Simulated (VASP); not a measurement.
Crystal: BiB.

```
B Bi
1.0
     3.37013    0.00000    0.00000
     0.00000    3.37013    0.00000
     0.00000    0.00000    3.37013
B Bi
1 1
Direct
  0.00000 0.00000 0.00000
  0.50000 0.50000 0.50000
```

Base run:

- Program: VASP 6.6.1
- Functional: PBE
- Potentials or basis: VASP PAW PBE potentials, release 64 (B, Bi_d)
- Cutoff: 520 eV
- k mesh: 6 × 6 × 6
- Occupations: fermi-dirac, width 0.02 eV
- Spin: no spin polarisation

Its results: band gap on the k mesh zero (band 9 reaches 9.81 eV, above the bottom of band 10 at 5.64 eV); pressure -0.6 GPa.

Question: The run is repeated on the same cell with these changes: k mesh from 6 × 6 × 6 to 5 × 5 × 5; further incar settings from ALGO = Normal; EDIFF = 1e-06; NBANDS = 16 to ALGO = Normal; EDIFF = 1e-07; NBANDS = 16. What comes out?

Answer: Band gap on the k mesh zero (band 9 reaches 9.23 eV, above the bottom of band 10 at 5.45 eV); pressure 0.6 GPa.

Caveats: some runs use coarse meshes; spin-orbit coupling is left out, which moves the levels of the heavy elements.
